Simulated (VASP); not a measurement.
Write the native input for VASP 6.6.1 that does the following.

| Item | Value |
| --- | --- |
| Task | single point |
| Functional | PBE |
| Potentials or basis | VASP PAW PBE potentials, release 64 (Ru_pv) |
| Cutoff | 520 eV |
| k mesh | 17 × 17 × 9 |
| Occupations | fermi-dirac, width 0.1 eV |
| Spin | no spin polarisation |
| Dipole correction | no |
| Further INCAR settings | ALGO = Normal; EDIFF = 1e-06; NBANDS = 21 |

The structure of Ru lies in POSCAR:

```
Ru
1.0
    2.6145060651      0.0000000000      0.0000000000
   -1.3072530326      2.2642286707      0.0000000000
    0.0000000000      0.0000000000      4.1413254051
Ru
2
Direct
    0.3333333333      0.6666666667      0.2500000000
    0.6666666667      0.3333333333      0.7500000000
```

The input as run:

INCAR

```
SYSTEM = Ru
PREC     = Accurate       ! precision mode
ENCUT    = 520            ! plane-wave cutoff, eV
EDIFF    = 1E-6           ! SCF threshold, eV
ISMEAR   = -1             ! smearing method
SIGMA    = 0.1            ! smearing width, eV
LREAL    = .False.        ! projectors in reciprocal space
LASPH    = .True.         ! aspherical terms in the spheres
NELM     = 100            ! most SCF steps
ALGO     = Normal         ! electronic algorithm
ISIF     = 2              ! what is computed and relaxed
LWAVE    = .False.        ! write WAVECAR
LCHARG   = .False.        ! write CHGCAR
GGA      = PE             ! functional
NBANDS   = 21             ! bands
```

KPOINTS

```
Automatic mesh
0
Gamma
  17 17 9
  0 0 0
```

Potentials or basis: VASP PAW PBE potentials, release 64 (Ru_pv).

The run is started by

```bash
$ cat potpaw_PBE.64/Ru_pv/POTCAR > POTCAR
$ mpirun -np 1 vasp_std > vasp.out
```

It gave:

- Pressure: 48.2 GPa
- Band gap on the k mesh: zero (band 14 reaches 16.65 eV, above the bottom of band 15 at 12.92 eV)

Run time: 61 s on 1 thread of Intel(R) Xeon(R) Platinum 8259CL CPU @ 2.50GHz (Skylake/Cascade Lake) (shared host), peak memory 0.18 GiB.
